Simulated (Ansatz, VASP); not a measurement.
## HfNb3F: VASP beside Ansatz

File INCAR:

```
SYSTEM = HfNb3F
PREC = Accurate
ENCUT = 600
EDIFF = 1E-6
ISMEAR = 0
SIGMA = 0.1
LREAL = .False.
LASPH = .True.
NELM = 120
ALGO = Normal
ISIF = 2
LWAVE = .False.
LCHARG = .False.
GGA = PE
NBANDS = 36
GGA_COMPAT = .False.
```

File KPOINTS:

```
regular mesh
0
Gamma
  6 6 4
  0 0 0
```

Contents of POSCAR:

```
HfNb3F
1.0
    3.7852477200      0.0000000000      0.0000000000
   -1.8926238600      3.2781206800      0.0000000000
    0.0000000000      0.0000000000      6.7765089100
Hf Nb F
1 3 1
Direct
    0.0000000000      0.0000000000      0.0000000000
    0.3333333300      0.6666666700      0.8143208300
    0.3333333300      0.6666666700      0.1856791700
    0.3333333300      0.6666666700      0.5000000000
    0.0000000000      0.0000000000      0.5000000000
```

Input for Ansatz:

```yaml
crystal:
  lattice:
    - [3.78524772, 0.0, 0.0]
    - [-1.89262386, 3.27812068, 0.0]
    - [0.0, 0.0, 6.77650891]
  atoms:
    - { symbol: Hf, position: [0.0, 0.0, 0.0] }
    - { symbol: Nb, position: [0.33333333, 0.66666667, 0.81432083] }
    - { symbol: Nb, position: [0.33333333, 0.66666667, 0.18567917] }
    - { symbol: Nb, position: [0.33333333, 0.66666667, 0.5] }
    - { symbol: F, position: [0.0, 0.0, 0.5] }
basis:
  ecutwfc: 420
kpoints:
  mp_grid: { grid: [6, 6, 4] }
hamiltonian:
  xc: pbe
scf:
  occupations: { method: gaussian, width: 0.1 }
  lower_state_search: "off"
output:
  forces: true
  stress: true
  eigenvalues: true
```

Alike in both runs: task single point; functional PBE; k mesh 6 × 6 × 4; occupations gaussian, width 0.1 eV; no spin polarisation.

|  | VASP | Ansatz |
| --- | --- | --- |
| version | VASP 6.6.1 | Ansatz 0.2.0 |
| potentials or method | VASP PAW PBE potentials, release 64 (Hf_pv, Nb_sv, F), cutoff 600 eV | scalar-relativistic, plane waves, PAW |
| valence electrons in the cell | 56 | 72 |

```csv
,VASP,Ansatz,Ansatz less VASP
gap on the k mesh at the Fermi level (eV),none,none,-
rms of the force components (eV/Å),0.151,0.168,+0.0176
```

Atom by atom the forces differ by 0.018 eV/Å (rms over components). A gap of «none» marks a metal or a gap that the smearing closes. VASP's potentials hold 56 valence electrons a cell and Ansatz's 72, so a difference there can come from the potentials and not from the codes.

Neither program's run includes spin-orbit coupling.
